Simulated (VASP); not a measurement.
MgO: relaxation of cell and atoms with r2SCAN

Crystal: MgO.

```
Mg O
1.0
     3.28865    0.00000    0.00000
    -1.64433    2.84806    0.00000
     0.00000    0.00000    7.55008
Mg O
3 3
Direct
  0.00000 0.00000 0.00000
  0.33333 0.66667 0.33333
  0.66667 0.33333 0.66667
  0.00000 0.00000 0.25000
  0.33333 0.66667 0.58333
  0.66667 0.33333 0.91667
```

- Program: VASP 6.6.1
- Task: relaxation of cell and atoms
- Functional: r2SCAN
- Potentials or basis: VASP PAW PBE potentials, release 64 (Mg, O)
- Cutoff: 600 eV
- k mesh: 9 × 9 × 3
- Occupations: gaussian, width 0.02 eV
- Spin: no spin polarisation
- Dipole correction: no
- Further INCAR settings: ALGO = Normal; EDIFF = 1e-06; IBRION = 2; EDIFFG = -0.01; NSW = 65; ISIF = 3

```yaml
Relaxed_volume: 11.82 Å³/atom
Relaxed_cell: a = 3.222 Å, b = 3.222 Å, c = 7.892 Å, α = 90.00°, β = 90.00°, γ = 120.00°
Space_group_after_relaxing_to_0.1_Å: F-43m (No. 216)
Energy_gained_by_relaxing: 29.0 meV/atom
Ionic_steps: 8
Pressure_after_relaxing: 0.0 GPa
Largest_force_after_relaxing: 0.006 eV/Å
Band_gap_on_the_k_mesh: 4.35 eV
```

Forces in eV/Å, atoms in the order of the input:
```
Mg   0.000  0.000  0.006
Mg   0.000  0.000  0.006
Mg   0.000  0.000  0.006
O    0.000  0.000 -0.006
O    0.000  0.000 -0.006
O    0.000  0.000 -0.006
```

Step by step:
| step | energy change (eV) | largest force (eV/Å) | pressure (GPa) | volume (Å³) |
| --- | --- | --- | --- | --- |
| 1 | 0.0000 | 0.7703 | 1.14 | 70.72 |
| 2 | -0.0983 | 0.5926 | -0.57 | 71.48 |
| 3 | -0.1504 | 0.1961 | -0.60 | 71.20 |
| 4 | -0.1638 | 0.1552 | 0.16 | 70.80 |
| 5 | -0.1703 | 0.1012 | 1.11 | 70.31 |
| 6 | -0.1738 | 0.0443 | -0.30 | 71.07 |
| 7 | -0.1742 | 0.0084 | 0.04 | 70.89 |
| 8 | -0.1743 | 0.0063 | -0.05 | 70.94 |

Final structure:
```cif
data_structure
_symmetry_space_group_name_H-M 'P 1'
_symmetry_Int_Tables_number 1
_cell_length_a 3.2217
_cell_length_b 3.2217
_cell_length_c 7.8925
_cell_angle_alpha 90.000
_cell_angle_beta 90.000
_cell_angle_gamma 120.000
_cell_volume 70.94
loop_
_atom_site_label
_atom_site_type_symbol
_atom_site_fract_x
_atom_site_fract_y
_atom_site_fract_z
_atom_site_occupancy
Mg1 Mg 0.00000 0.00000 0.99995 1
Mg2 Mg 0.33333 0.66667 0.33328 1
Mg3 Mg 0.66667 0.33333 0.66662 1
O1 O 0.00000 0.00000 0.25005 1
O2 O 0.33333 0.66667 0.58338 1
O3 O 0.66667 0.33333 0.91672 1
```

Levels at points of the mesh, in eV from the valence-band top:
```
           k point  band 8  band 9  band 10  band 11  band 12  band 13  band 14  band 15  band 16
(0.00, 0.00, 0.00)   -0.14   -0.14     0.00     0.00     0.00     4.35     7.83     7.83    12.75
```

It took 7.6 min on 1 thread of Intel(R) Xeon(R) 6975P-C (Granite Rapids), on a shared host, peak memory 0.25 GiB.

Caveat: the PAW data sets were made with another functional, which shifts forces and pressure a little.
